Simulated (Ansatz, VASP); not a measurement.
# BN: VASP beside Ansatz

```xyz
2
Lattice="0.0000 1.8244 1.8244 1.8244 0.0000 1.8244 1.8244 1.8244 0.0000" Properties=species:S:1:pos:R:3 pbc="T T T"
B     0.0000    0.0000    0.0000
N     0.9122    0.9122    0.9122
```

Alike in both runs: task single point; functional PBE; k mesh 12 × 12 × 12; no spin polarisation.

|  | VASP | Ansatz |
| --- | --- | --- |
| version | VASP 6.6.1 | Ansatz 0.2.0 |
| potentials or method | VASP PAW PBE potentials, release 64 (B, N), cutoff 600 eV | scalar-relativistic, plane waves, PAW |
| occupations | gaussian, width 0.01 eV | fixed |
| valence electrons in the cell | 8 | 8 |

|  | VASP | Ansatz | Ansatz less VASP |
| --- | --- | --- | --- |
| gap on the k mesh at the Fermi level (eV) | 4.43 | 4.44 | +0.010 |
| least direct gap on the mesh (eV) | 8.69 | 8.70 | +0.010 |
| pressure (GPa) | -7.2 | -7.1 | +0.09 |
